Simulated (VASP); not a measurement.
# Ta (C2/m) in VASP: notebook, part 2 of 2

VASP 6.6.1.

## 4. Single point, PBEsol (the part above a cut slid along it)

INCAR

```
PREC = Accurate
ENCUT = 520
EDIFF = 1E-6
ISMEAR = 0
SIGMA = 0.15
LREAL = F
LASPH = T
NELM = 60
ALGO = Fast
ISIF = 2
LWAVE = F
LCHARG = F
GGA = PS
NBANDS = 30
```

KPOINTS

```
regular mesh
0
Gamma
  17 17 5
```

POSCAR

```
Ta
1.0
   -1.6512800000      1.6512800000     -1.6512800000
   -1.6512800000     -1.6512800000      1.6512800000
    0.0000000000      7.7058632480      5.5043767520
Ta
4
Direct
   -0.2916375000      0.2916375000      0.8750000000
    0.4583375000      0.5416625000      0.1250000000
   -0.1249875000      0.1249875000      0.3750000000
    0.2916875000      0.7083125000      0.6250000000
```

Potentials or basis: VASP PAW PBE potentials, release 64 (Ta_pv).

On the command line:

```bash
cat potpaw_PBE.64/Ta_pv/POTCAR > POTCAR
mpirun -np 1 vasp_std > vasp.out
```

OUTCAR:

```text
PREC = Accurate
   ENCUT = 520
   EDIFF = 1E-6
   ISMEAR = 0
   LREAL = F
   LASPH = T
   NELM = 60
   ISIF = 2
   GGA = PS

 ion  position               nearest neighbor table
   1  0.708  0.292  0.875-   2 2.46   4 2.86   4 2.86   2 3.26   2 3.26   4 3.30   4 3.30
   2  0.458  0.542  0.125-   1 2.46   3 2.86   3 2.86   1 3.26   1 3.26   3 3.30   3 3.30
   3  0.875  0.125  0.375-   2 2.86   4 2.86   2 2.86   4 2.86   4 3.30   2 3.30   2 3.30   4 3.30

   4  0.292  0.708  0.625-   3 2.86   1 2.86   3 2.86   1 2.86   3 3.30   1 3.30   1 3.30   3 3.30

  LATTYP: Found a base centered monoclinic cell.
 ALAT       =     4.6705251426
 B/A-ratio  =     0.7071067812
 C/A-ratio  =     2.0275820304
 COS(beta)  =    -0.1643829917

  Lattice vectors:

 A1 = (  -1.6512800000,  -1.6512800000,   1.6512800000)
 A2 = (   1.6512800000,  -1.6512800000,   1.6512800000)
 A3 = (   0.0000000000,   7.7058632480,   5.5043767520)

Analysis of symmetry for initial positions (statically):
=====================================================================
 Subroutine PRICEL returns:
 Original cell was already a primitive cell.

 Routine SETGRP: Setting up the symmetry group for a
 base centered monoclinic supercell.

 Subroutine GETGRP returns: Found  4 space group operations
 (whereof  2 operations were pure point group operations)
 out of a pool of  4 trial point group operations.

The static configuration has the point symmetry C_1h.
 The point group associated with its full space group is C_2h.

Analysis of symmetry for dynamics (positions and initial velocities):
=====================================================================
 Subroutine PRICEL returns:
 Original cell was already a primitive cell.

 Routine SETGRP: Setting up the symmetry group for a
 base centered monoclinic supercell.

 Subroutine GETGRP returns: Found  4 space group operations
 (whereof  2 operations were pure point group operations)
 out of a pool of  4 trial point group operations.

The dynamic configuration has the point symmetry C_1h.
 The point group associated with its full space group is C_2h.

 Subroutine INISYM returns: Found  4 space group operations
 (whereof  2 operations are pure point group operations),
 and found     1 'primitive' translations

----------------------------------------------------------------------------------------

                                     Primitive cell

  volume of cell :      72.0414

  direct lattice vectors                    reciprocal lattice vectors
    -1.651280000  1.651280000 -1.651280000    -0.302795407  0.126167276 -0.176628131
    -1.651280000 -1.651280000  1.651280000    -0.302795407 -0.126167276  0.176628131
     0.000000000  7.705863248  5.504376752     0.000000000  0.075698852  0.075698852

  length of vectors
     2.860100858  2.860100858  9.469872852     0.372559709  0.372559709  0.107054343

  position of ions in fractional coordinates (direct lattice)
     0.708362500  0.291637500  0.875000000
     0.458337500  0.541662500  0.125000000
     0.875012500  0.124987500  0.375000000
     0.291687500  0.708312500  0.625000000

  ion indices of the primitive-cell ions
   primitive index   ion index
                 1           1
                 2           2
                 3           3
                 4           4

----------------------------------------------------------------------------------------

 KPOINTS: regular mesh

Automatic generation of k-mesh.
 Grid dimensions read from file:
 generate k-points for:   17   17    5

 Generating k-lattice:

  Cartesian coordinates                     Fractional coordinates (reciprocal lattice)
    -0.017811495  0.007421604 -0.010389890     0.058823529 -0.000000000  0.000000000
    -0.017811495 -0.007421604  0.010389890    -0.000000000  0.058823529 -0.000000000
     0.000000000  0.015139770  0.015139770     0.000000000  0.000000000  0.200000000

  Length of vectors
     0.021915277  0.021915277  0.021410869

  Shift w.r.t. Gamma in fractional coordinates (k-lattice)
     0.000000000  0.000000000  0.000000000

 Subroutine IBZKPT returns following result:
 ===========================================

 Found    387 irreducible k-points:

 Following reciprocal coordinates:
            Coordinates               Weight
  0.000000  0.000000  0.000000      1.000000
  0.058824  0.000000  0.000000      4.000000
  0.117647 -0.000000  0.000000      4.000000
  0.176471  0.000000  0.000000      4.000000
  0.235294 -0.000000  0.000000      4.000000
  0.294118  0.000000  0.000000      4.000000
[... 16 lines left out ...]
 -0.176471  0.058824 -0.000000      4.000000
 -0.117647  0.058824 -0.000000      4.000000
 [... further k-points ...]
   k-points           NKPTS =    387   k-points in BZ     NKDIM =    387   number of bands    NBANDS=     30
   number of dos      NEDOS =    301   number of ions     NIONS =      4
   total plane-waves  NPLWV =  40320
   dimension x,y,z NGX =    24 NGY =   24 NGZ =   70
   dimension x,y,z NGXF=    48 NGYF=   48 NGZF=  140
   ions per type =               4
   NGX,Y,Z   is equivalent  to a cutoff of  13.95, 13.95, 12.29 a.u.
   NGXF,Y,Z  is equivalent  to a cutoff of  27.90, 27.90, 24.58 a.u.
 SYSTEM =  unknown system
   PREC   = accura    normal or accurate (medium, high low for compatibility)
   ISTART =      0    job   : 0-new  1-cont  2-samecut
   ICHARG =      2    charge: 1-file 2-atom 10-const
   ISPIN  =      1    spin polarized calculation?
   LNONCOLLINEAR =      F non collinear calculations
   LSORBIT =      F    spin-orbit coupling
   LASPH  =      T    aspherical Exc in radial PAW
   ENCUT  =  520.0 eV  38.22 Ry    6.18 a.u.   5.32  5.32 17.61*2*pi/ulx,y,z
   NELM   =     60;   NELMIN=  2; NELMDL= -5     # of ELM steps
   EDIFF  = 0.1E-05   stopping-criterion for ELM
   LREAL  =      F    real-space projection
   EDIFFG = 0.1E-04   stopping-criterion for IOM
   NSW    =      0    number of steps for IOM
   IBRION =     -1    ionic relax: 0-MD 1-quasi-New 2-CG
   NFREE  =      0    steps in history (QN), initial steepest desc. (CG)
   ISIF   =      2    stress and relaxation
   ISYM   =      2    0-nonsym 1-usesym 2-fastsym
   POTIM  = 0.5000    time-step for ionic-motion
   TEBEG  =    0.0;   TEEND  =   0.0 temperature during run
   PSTRESS=    0.0 pullay stress
   NELECT =      44.0000    total number of electrons
   NUPDOWN=      -1.0000    fix difference up-down
   EMIN   =  10.00;   EMAX   =-10.00  energy-range for DOS
   EFERMI =   0.00;   METHOD = LEGACY
   ISMEAR =     0;   SIGMA  =   0.15  broadening in eV -4-tet -1-fermi 0-gaus
   EFERMI_NEDOS =   21; number of points for ismear=-14 and -15
   IALGO  =     68    algorithm
   IMIX   =      4    mixing-type and parameters
     AMIX     =   0.40;   BMIX     =  1.00
     AMIX_MAG =   1.60;   BMIX_MAG =  1.00
  volume/ion in A,a.u.               =      18.01       121.54
  Fermi-wavevector in a.u.,A,eV,Ry     =   1.388988  2.624806 26.249534  1.929286
  Thomas-Fermi vector in A             =   2.513061
   LORBIT       =      0    0 simple, 1 ext, 2 COOP (PROOUT), +10 PAW based schemes
   GGA     = PS    functional components
   LHFCALC =     F    Hartree Fock is set to
   AEXX    =    0.0000 exact exchange contribution
   IVDW    =     0    specifies the selected vdW correction
   LEPSILON=     F    determine dielectric tensor
   LRPA    =     F    only Hartree local field effects (RPA)
 non-spin polarized calculation
 RMM-DIIS sequential band-by-band and
 Gauss-broadening in eV      SIGMA  =   0.15
  energy-cutoff  :      520.00
  volume of cell :       72.04
 maximum number of plane-waves:      1960
 NGX is ok and might be reduce to    24
   NGX = 11   NGY = 11   NGZ = 35

 number of electron      44.0000007 magnetization

 Free energy of the ion-electron system (eV)
  ---------------------------------------------------
  ext. energy  EPLUGINS =         0.00000000
  ---------------------------------------------------
  free energy    TOTEN  =       -49.51065813 eV

  energy without entropy =      -49.46534755  energy(sigma->0) =      -49.48800284

 E-fermi :   5.4123     XC(G=0): -12.7059

 val. band max:        5.4118740536   @ k =   0.1176  -0.1765   0.4000
 cond. band min:       5.4133721608   @ k =   0.4706  -0.4706   0.2000
 fundamental gap:      0.0014981071
 Fermi energy:         5.4123239588

 k-point     1 :       0.0000    0.0000    0.0000
  band No.  band energies     occupation
      1     -29.2345      2.00000
      2     -28.4987      2.00000
      3     -28.2311      2.00000
      4     -28.0546      2.00000
      5     -27.9793      2.00000
      6     -27.7694      2.00000
[... 781 lines left out ...]
     29       8.2727      0.00000
     30       8.6778      0.00000

 [... further k-points ...]
[... 5 lines left out ...]
  --------------------------------------------------------------------------------------
  -------------------------------------------------------------------------------------
  Total       -2.8553090     -1.3931658      1.8970368      0.0000000      0.3741107      0.0000000
  in kB      -63.5011443    -30.9835546     42.1894809      0.0000000      8.3200995      0.0000000
  external PRESSURE =     -17.4317393 kB  Pullay stress =       0.0000000 kB

 VOLUME and BASIS-vectors are now :
 -----------------------------------------------------------------------------
  energy-cutoff  :      520.00
  volume of cell :       72.04
      direct lattice vectors                 reciprocal lattice vectors
    -1.651280000  1.651280000 -1.651280000    -0.302795407  0.126167276 -0.176628131
    -1.651280000 -1.651280000  1.651280000    -0.302795407 -0.126167276  0.176628131
     0.000000000  7.705863248  5.504376752     0.000000000  0.075698852  0.075698852

 POSITION                                       TOTAL-FORCE (eV/Angst)
 -----------------------------------------------------------------------------------
     -1.65128      7.43076      4.12820         0.000000     -0.348417     -1.848518
     -1.65128      0.82564      0.82564         0.000000      0.348417      1.848518
     -1.65128      4.12820      0.82564         0.000000      0.100129     -0.097031
     -1.65128      4.12820      4.12820         0.000000     -0.100129      0.097031
 -----------------------------------------------------------------------------------
    total drift:                               -0.000000     -0.000000     -0.000000

  FREE ENERGIE OF THE ION-ELECTRON SYSTEM (eV)
  ---------------------------------------------------
  free  energy   TOTEN  =       -49.5106581319 eV

  energy  without entropy=      -49.4653475488  energy(sigma->0) =      -49.48800284
```

OSZICAR:

```text
N       E                     dE             d eps       ncg     rms          rms(c)
DAV:   1     0.422254913723E+03    0.42225E+03   -0.24811E+04 23220   0.154E+03
DAV:   2    -0.344361200603E+02   -0.45669E+03   -0.44535E+03 25350   0.454E+02
DAV:   3    -0.511122948323E+02   -0.16676E+02   -0.16144E+02 29702   0.778E+01
DAV:   4    -0.514047547363E+02   -0.29246E+00   -0.29039E+00 28062   0.952E+00
DAV:   5    -0.514111697712E+02   -0.64150E-02   -0.64103E-02 28906   0.116E+00    0.282E+01
RMM:   6    -0.499369573024E+02    0.14742E+01   -0.15086E+00 23476   0.762E+00    0.138E+01
RMM:   7    -0.495376859238E+02    0.39927E+00   -0.18927E+00 26322   0.773E+00    0.102E+00
RMM:   8    -0.495149630860E+02    0.22723E-01   -0.15389E-01 29093   0.213E+00    0.840E-01
RMM:   9    -0.495111811505E+02    0.37819E-02   -0.32763E-02 31309   0.751E-01    0.284E-01
RMM:  10    -0.495104848181E+02    0.69633E-03   -0.62976E-03 28987   0.469E-01    0.157E-01
RMM:  11    -0.495106459260E+02   -0.16111E-03   -0.15961E-03 33269   0.177E-01    0.487E-02
RMM:  12    -0.495106552133E+02   -0.92874E-05   -0.19353E-04 32091   0.716E-02    0.734E-03
RMM:  13    -0.495106576697E+02   -0.24563E-05   -0.49990E-05 32034   0.356E-02    0.866E-03
RMM:  14    -0.495106581319E+02   -0.46223E-06   -0.91858E-06 25805   0.173E-02
   1 F= -.49510658E+02 E0= -.49488003E+02  d E =-.453106E-01
```

stdout:

```text
POSCAR found type information on POSCAR Ta
 POSCAR found :  1 types and       4 ions
 scaLAPACK will be used
 -----------------------------------------------------------------------------
|                                                                             |
|                                                                             |
|     You enforced a specific xc type in the INCAR file but a different       |
|     I HOPE YOU KNOW WHAT YOU ARE DOING!                                     |
|                                                                             |
 -----------------------------------------------------------------------------

 LDA part: xc-table for (Slater+PW92), standard interpolation
 POSCAR, INCAR and KPOINTS ok, starting setup
 FFT: planning ... GRIDC
 FFT: planning ... GRID_SOFT
 FFT: planning ... GRID
 WAVECAR not read
 entering main loop
```

Run time: 12 min. Hardware: 1 thread of Intel Xeon Platinum 8375C at 2.90GHz (Ice Lake), shared host; peak memory 0.65 GiB.

Results:

| Item | Value |
| --- | --- |
| Free energy | -49.5107 eV |
| Pressure | -1.7 GPa |
| Largest force | 1.881 eV/Å |
| Band gap on the k mesh | zero (bands 22 and 23 overlap by 1.38 eV) |

Forces in eV/Å, atoms in the order of the input:
```
Ta   0.000 -0.348 -1.849
Ta   0.000  0.348  1.849
Ta   0.000  0.100 -0.097
Ta   0.000 -0.100  0.097
```

Caveat: the cell differs from its parent crystal (the part above a cut slid along it); the stress differs along the axes, from -6 to 4 GPa; the PAW data sets were made with another functional, which shifts forces and pressure a little; spin-orbit coupling is left out, which moves the levels of the heavy elements.

## 5. Overview

```csv
cell,further INCAR settings,gap on the mesh (eV),pressure (GPa),largest force (eV/Å)
"a = 2.860, b = 2.860, c = 9.542 Å, angles 99.6, 80.4, 109.5°, 4 atoms",ALGO = Fast; EDIFF = 1e-07; NBANDS = 30,none,0.4,3.61
"a = 2.860, b = 2.860, c = 9.373 Å, angles 93.9, 86.1, 109.5°, 4 atoms",ALGO = Fast; EDIFF = 1e-07; NBANDS = 30,none,-2.3,0.63
"a = 2.860, b = 2.860, c = 9.470 Å, angles 97.7, 82.3, 109.5°, 4 atoms",ALGO = Fast; EDIFF = 1e-06; NBANDS = 30,none,-1.7,1.88
```

Alike in all rows: task single point; level PBEsol; potentials or basis VASP PAW PBE potentials, release 64 (Ta_pv); no spin polarisation; k mesh 17 × 17 × 5; cutoff (eV) 520; smearing gaussian 0.15 eV.

Caveats: the PAW data sets were made with another functional, which shifts forces and pressure a little; spin-orbit coupling is left out, which moves the levels of the heavy elements; the stress differs along the axes, from -7 to 10 GPa (at least some runs); the stress differs along the axes, from -6 to 4 GPa (at least some runs).

Total energies depend on the potentials used, so only differences within one code and one set of settings carry meaning.
